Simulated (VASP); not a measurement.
A run of VASP 6.6.1:

The input INCAR:

```
PREC = Accurate ; ENCUT = 520
EDIFF = 1E-6 ; ISMEAR = -1
SIGMA = 0.05 ; LREAL = F
LASPH = T ; NELM = 60
ALGO = Normal ; ISIF = 2
LWAVE = F ; LCHARG = T
GGA = PS ; LELF = T
LVHAR = T ; NBANDS = 11
```

The input KPOINTS:

```
Automatic mesh
0
Gamma
  12 12 12
```

Contents of POSCAR:

```
BN
1.0
    1.2302989346      0.7103134211      2.4937815814
   -1.2302989346      0.7103134211      2.4937815814
    0.0000000000     -1.4206268421      2.4937815814
N B
1 1
Direct
    0.6720302430      0.6720302430      0.6720302430
   -0.0044632430     -0.0044632430     -0.0044632430
```

Potentials or basis: VASP PAW PBE potentials, release 64 (N, B).

Launch:

```sh
$ cat potpaw_PBE.64/N/POTCAR potpaw_PBE.64/B/POTCAR > POTCAR
$ mpirun -np 1 vasp_std > vasp.out
```

Hardware: 1 thread of Intel(R) Xeon(R) Platinum 8488C (Sapphire Rapids), on a shared host.

**Question.** How long does it take, and how much memory?

**Answer.** Wall time 14 s on 1 thread of Intel(R) Xeon(R) Platinum 8488C (Sapphire Rapids) (shared host), peak memory 0.15 GiB. Counts: scf iterations 12, k points 189.
